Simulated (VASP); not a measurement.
Here is a VASP 6.6.1 calculation.

Contents of INCAR:

```
SYSTEM = Na
PREC = Accurate
ENCUT = 520
EDIFF = 1E-6
ISMEAR = -1
SIGMA = 0.05
LREAL = .FALSE.
LASPH = .TRUE.
NELM = 80
ALGO = Normal
ISIF = 2
LWAVE = .FALSE.
LCHARG = .TRUE.
GGA = PS
LELF = .TRUE.
LVHAR = .TRUE.
NBANDS = 14
```

File KPOINTS:

```
Automatic mesh
0
G
  8 8 5
  0 0 0
```

File POSCAR:

```
Na
1.0
    3.7160883536      0.0000000000      0.0000000000
   -1.8580441768      3.2182269170      0.0000000000
    0.0000000000      0.0000000000      6.0708276422
Na
2
Direct
    0.6666666667      0.3333333333      0.7500000000
    0.3333333333      0.6666666667      0.2500000000
```

Potentials or basis: VASP PAW PBE potentials, release 64 (Na_pv).

Command:

```sh
$ cat potpaw_PBE.64/Na_pv/POTCAR > POTCAR
$ mpirun -np 1 vasp_std > vasp.out
```

Q: What does it give for the band gap on the k mesh?

A: Zero (band 7 reaches 1.82 eV, above the bottom of band 8 at -1.46 eV).

Q: Estimate the pressure.

A: 0.0 GPa.

Stress tensor (GPa, compression positive):
```
 0.12  0.00  0.00
 0.00  0.12  0.00
 0.00  0.00 -0.13
```

Caveat: the PAW data sets were made with another functional, which shifts forces and pressure a little.
